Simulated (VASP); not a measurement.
A run of VASP 6.6.1 is set up as follows.

The input POSCAR:

```
Sr
1.0
   -2.4220675953      2.4220675953      2.4220675953
    2.4220675953     -2.4220675953      2.4220675953
    2.4220675953      2.4220675953     -2.4220675953
Sr
1
Direct
    0.0000000000      0.0000000000      0.0000000000
```

Contents of INCAR.step1:

```
PREC     = Accurate       # precision mode
ENCUT    = 440            # plane-wave cutoff, eV
ISMEAR   = -1             # smearing method
SIGMA    = 0.05           # smearing width, eV
LREAL    = False          # projectors in reciprocal space
LASPH    = True           # aspherical terms in the spheres
NELM     = 120            # most SCF steps
NBANDS   = 11             # bands
GGA      = PE             # functional
ALGO     = Normal         # electronic algorithm
EDIFF    = 1E-5           # SCF threshold, eV
LWAVE    = True           # write WAVECAR
LCHARG   = False          # write CHGCAR
GGA_COMPAT= False
```

INCAR.step2

```
PREC     = Accurate       # precision mode
ENCUT    = 440            # plane-wave cutoff, eV
EDIFF    = 1E-8           # SCF threshold, eV
ISMEAR   = -1             # smearing method
SIGMA    = 0.05           # smearing width, eV
LREAL    = False          # projectors in reciprocal space
LASPH    = True           # aspherical terms in the spheres
NELM     = 120            # most SCF steps
ALGO     = Normal         # electronic algorithm
ISIF     = 2              # what is computed and relaxed
LWAVE    = False          # write WAVECAR
LCHARG   = False          # write CHGCAR
METAGGA  = R2SCAN         # meta-GGA
LMIXTAU  = True         
LEFG     = True         
NBANDS   = 11             # bands
ISTART   = 1            
GGA_COMPAT= False
```

KPOINTS

```
Automatic mesh
0
Gamma
  10 10 10
```

Potentials or basis: VASP PAW PBE potentials, release 64 (Sr_sv).

Command:

```console
$ cat potpaw_PBE.64/Sr_sv/POTCAR > POTCAR
$ cp INCAR.step1 INCAR
$ mpirun -np 1 vasp_std > vasp.out
$ cp INCAR.step2 INCAR
$ mpirun -np 1 vasp_std > vasp.out
```

Question: Estimate the pressure.

Answer: -0.2 GPa.

Question: Predict the band gap on the k mesh.

Answer: Zero (bands 5 and 6 overlap by 0.31 eV).

Caveat: the PAW data sets were made with another functional, which shifts forces and pressure a little.
